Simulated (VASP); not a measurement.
The system is Si2Mo.

```xyz
9
Lattice="4.5855 0.0000 0.0000 -2.2927 3.9711 0.0000 0.0000 0.0000 6.5798" Properties=species:S:1:pos:R:3 pbc="T T T"
Mo    1.1464    1.9856    5.4831
Mo   -1.1464    1.9856    1.0966
Mo    2.2927    0.0000    3.2899
Si    0.0000    1.3015    3.2899
Si    1.1656    3.3204    1.0966
Si    3.4583    0.6508    5.4831
Si    2.2927    2.6696    3.2899
Si    1.1272    0.6508    1.0966
Si   -1.1656    3.3204    5.4831
```

* Program: VASP 6.6.1
* Task: relaxation of cell and atoms
* Functional: PBEsol
* Dispersion: D3(BJ)
* Potentials or basis: VASP PAW PBE potentials, release 64 (Mo_sv, Si)
* Cutoff: 600 eV
* k mesh: 7 × 7 × 4
* Occupations: fermi-dirac, width 0.05 eV
* Spin: no spin polarisation

At the start: pressure -7.6 GPa; volume 13.31 Å³/atom.

Problem. How do energy, volume and symmetry change on relaxing?

Solution. Over 5 steps the energy falls by 11.2 meV/atom and the volume is 12.86 Å³/atom (-3.4 %); space group P6_222 (No. 180, to 0.1 Å) before and after.

Step by step:
```csv
step,energy change (eV),largest force (eV/Å),pressure (GPa),volume (Å³)
1,0.0000,0.0399,-7.64,119.81
2,0.2100,0.0322,15.91,109.14
3,-0.1005,0.0162,-0.13,115.80
4,-0.1005,0.0156,0.03,115.72
5,-0.1009,0.0070,0.03,115.71
```

Final structure:
```yaml
crystal:
  lattice:
    - [4.52914, 0.00000, 0.00000]
    - [-2.26457, 3.92235, 0.00000]
    - [0.00000, 0.00000, 6.51334]
  atoms:
    - { symbol: Mo, position: [0.50000, 0.50000, 0.83333] }
    - { symbol: Mo, position: [0.00000, 0.50000, 0.16667] }
    - { symbol: Mo, position: [0.50000, 0.00000, 0.50000] }
    - { symbol: Si, position: [0.16404, 0.32809, 0.50000] }
    - { symbol: Si, position: [0.67191, 0.83596, 0.16667] }
    - { symbol: Si, position: [0.83596, 0.16404, 0.83333] }
    - { symbol: Si, position: [0.83596, 0.67191, 0.50000] }
    - { symbol: Si, position: [0.32809, 0.16404, 0.16667] }
    - { symbol: Si, position: [0.16404, 0.83596, 0.83333] }
```

Caveat: the PAW data sets were made with another functional, which shifts forces and pressure a little.
